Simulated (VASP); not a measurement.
NaF, 2 atoms in the cell. Symmetry: Fm-3m, No. 225, cubic system. Conventional cell: a = 4.647 Å, b = 4.647 Å, c = 4.647 Å, α = 90.00°, β = 90.00°, γ = 90.00°. Na (site symmetry m-3m) has 6 F at 2.32 Å within 3.1 Å. Within 3.1 Å of F (site symmetry m-3m) lie 6 Na at 2.32 Å. 

- Program: VASP 6.6.1
- Task: single point
- Functional: LDA
- Potentials or basis: VASP PAW LDA potentials, release 64 (Na_pv, F)
- Cutoff: 520 eV
- k mesh: 10 × 10 × 10
- Occupations: fermi-dirac, width 0.02 eV
- Spin: no spin polarisation
- Dipole correction: no
- Further INCAR settings: ALGO = Normal; EDIFF = 1e-07; NBANDS = 14

Potentials or basis: VASP PAW LDA potentials, release 64 (Na_pv, F).

Run with:

```console
$ cat potpaw_LDA.64/Na_pv/POTCAR potpaw_LDA.64/F/POTCAR > POTCAR
$ mpirun -np 1 vasp_std > vasp.out
```

Hardware: 1 thread of AMD EPYC 7R13, with other jobs on the host.

Task: Estimate the wall time of this run.

Result: It took 26 s on 1 thread of AMD EPYC 7R13 (shared host), peak memory 0.1 GiB. Counts: scf iterations 13, k points 47.
